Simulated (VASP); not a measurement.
Pt, 1 atom in the cell. It takes space group Fm-3m (No. 225, cubic). The conventional cell has a = 3.893 Å, b = 3.893 Å, c = 3.893 Å, α = 90.00°, β = 90.00°, γ = 90.00°. Within 3.6 Å of Pt (site symmetry m-3m) lie 12 Pt at 2.75 Å. 

```yaml
Program: VASP 6.6.1
Task: relaxation of cell and atoms
Functional: LDA
Potentials_or_basis: VASP PAW LDA potentials, release 64 (Pt)
Cutoff: 600 eV
k_mesh: 16 × 16 × 16
Occupations: fermi-dirac, width 0.15 eV
Spin: no spin polarisation
Dipole_correction: no
Further_INCAR_settings: ALGO = Normal; EDIFF = 1e-06; IBRION = 2; EDIFFG = -0.001; NSW = 80; ISIF = 3
```

Potentials or basis: VASP PAW LDA potentials, release 64 (Pt).

Run with:

```console
$ cat potpaw_LDA.64/Pt/POTCAR > POTCAR
$ mpirun -np 1 vasp_std > vasp.out
```

Hardware: 1 thread of Intel(R) Xeon(R) Platinum 8488C (Sapphire Rapids), on a shared host.

Problem. Estimate the wall time of this run.

Solution. Wall time 23 s on 1 thread of Intel(R) Xeon(R) Platinum 8488C (Sapphire Rapids), on a shared host, peak memory 0.15 GiB. Counts: scf iterations 24, k points 145, ion steps 3.
